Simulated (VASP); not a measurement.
Input of a VASP 6.6.1 run:

The input POSCAR:

```
NaCl
1.0
    3.4595453127      0.0000000000      0.0000000000
    0.0000000000      3.4595453127      0.0000000000
    0.0000000000      0.0000000000      3.4595453127
Na Cl
1 1
Direct
    0.0000000000      0.0000000000      0.0000000000
    0.5000000000      0.5000000000      0.5000000000
```

The input INCAR.step1:

```
ALGO = Normal
EDIFF = 1E-5
ENCUT = 600
GGA = PE
ISMEAR = -1
LASPH = T
LCHARG = F
LREAL = F
LWAVE = T
NBANDS = 14
NELM = 80
PREC = Accurate
SIGMA = 0.02
```

The input INCAR.step2:

```
ALGO = Normal
EDIFF = 1E-7
EDIFFG = -0.005
ENCUT = 600
GGA = PE
HFSCREEN = 0.2079
IBRION = 2
ISIF = 3
ISMEAR = -1
ISTART = 1
LASPH = T
LCHARG = F
LHFCALC = T
LREAL = F
LWAVE = F
NELM = 80
NSW = 80
PREC = Accurate
PRECFOCK = Normal
SIGMA = 0.02
```

Contents of KPOINTS:

```
k-points
0
Gamma
  4 4 4
```

Potentials or basis: VASP PAW PBE potentials, release 64 (Na_pv, Cl).

Launch:

```sh
$ cat potpaw_PBE.64/Na_pv/POTCAR potpaw_PBE.64/Cl/POTCAR > POTCAR
$ cp INCAR.step1 INCAR
$ mpirun -np 1 vasp_std > vasp.out
$ cp INCAR.step2 INCAR
$ mpirun -np 1 vasp_std > vasp.out
```

Question: Estimate the relaxed cell.

Answer: a = 3.486 Å, b = 3.486 Å, c = 3.486 Å, α = 90.00°, β = 90.00°, γ = 90.00°.

Question: What does it give for the space group after relaxing (to 0.1 Å)?

Answer: Pm-3m (No. 221).

Question: What does it give for the band gap on the k mesh?

Answer: 5.34 eV (least direct gap 5.88 eV).

Question: Predict the relaxed volume.

Answer: 21.18 Å³/atom.

Final structure:
```
Na Cl
1.0
     3.48580    0.00000    0.00000
     0.00000    3.48580    0.00000
     0.00000    0.00000    3.48580
Na Cl
1 1
Direct
  0.00000 0.00000 0.00000
  0.50000 0.50000 0.50000
```

Caveat: the k points lie up to 0.45 Å⁻¹ apart in the final cell; the PAW data sets were made with another functional, which shifts forces and pressure a little. A k mesh can miss the band edges.
